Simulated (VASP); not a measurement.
Wanted: the native input for a VASP 6.6.1 run.

* Task: relaxation of shape and atoms at fixed volume
* Functional: r2SCAN
* Potentials or basis: VASP PAW PBE potentials, release 64 (Mg, B)
* Cutoff: 600 eV
* k mesh: 18 × 18 × 12
* Occupations: gaussian, width 0.1 eV
* Spin: no spin polarisation
* Dipole correction: no
* Further INCAR settings: ALGO = Normal; EDIFF = 1e-07; IBRION = 2; EDIFFG = -0.01; NSW = 50; ISIF = 4

MgB2:

```
CELL_PARAMETERS angstrom
3.12270 0.00000 0.00000
-1.56135 2.70434 0.00000
0.00000 0.00000 3.59293
ATOMIC_POSITIONS crystal
Mg 0.00000 0.00000 0.00000
B 0.33333 0.66667 0.50000
B 0.66667 0.33333 0.50000
```

The input as run:

POSCAR

```
MgB2
1.0
    3.1227009751      0.0000000000      0.0000000000
   -1.5613504875      2.7043383728      0.0000000000
    0.0000000000      0.0000000000      3.5929255494
Mg B
1 2
Direct
    0.0000000000      0.0000000000      0.0000000000
    0.3333333333      0.6666666667      0.5000000000
    0.6666666667      0.3333333333      0.5000000000
```

INCAR.step1

```
PREC = Accurate ; ENCUT = 600
ISMEAR = 0 ; SIGMA = 0.1
LREAL = F ; LASPH = T
NELM = 60 ; GGA = PE
ALGO = Normal ; EDIFF = 1E-4
LWAVE = T ; LCHARG = F
```

INCAR.step2

```
PREC = Accurate ; ENCUT = 600
EDIFF = 1E-7 ; ISMEAR = 0
SIGMA = 0.1 ; LREAL = F
LASPH = T ; NELM = 60
ALGO = Normal ; ISIF = 4
LWAVE = F ; LCHARG = F
METAGGA = R2SCAN ; LMIXTAU = T
IBRION = 2 ; NSW = 50
EDIFFG = -0.01 ; ISTART = 1
```

KPOINTS

```
regular mesh
0
Gamma
  18 18 12
```

Potentials or basis: VASP PAW PBE potentials, release 64 (Mg, B).

The run is started by

```bash
$ cat potpaw_PBE.64/Mg/POTCAR potpaw_PBE.64/B/POTCAR > POTCAR
$ cp INCAR.step1 INCAR
$ mpirun -np 1 vasp_std > vasp.out
$ cp INCAR.step2 INCAR
$ mpirun -np 1 vasp_std > vasp.out
```

Results of the run:

| Property | Result |
| --- | --- |
| Energy gained by relaxing | 0.1 meV/atom |
| Ionic steps | 2 |
| Pressure after relaxing | -8.3 GPa |
| Band gap on the k mesh | zero (bands 4 and 5 overlap by 3.80 eV) |

Caveat: the PAW data sets were made with another functional, which shifts forces and pressure a little.

Run time: 7.8 min on 1 thread of Intel(R) Xeon(R) Platinum 8375C CPU @ 2.90GHz (Ice Lake) (shared host), peak memory 0.24 GiB.
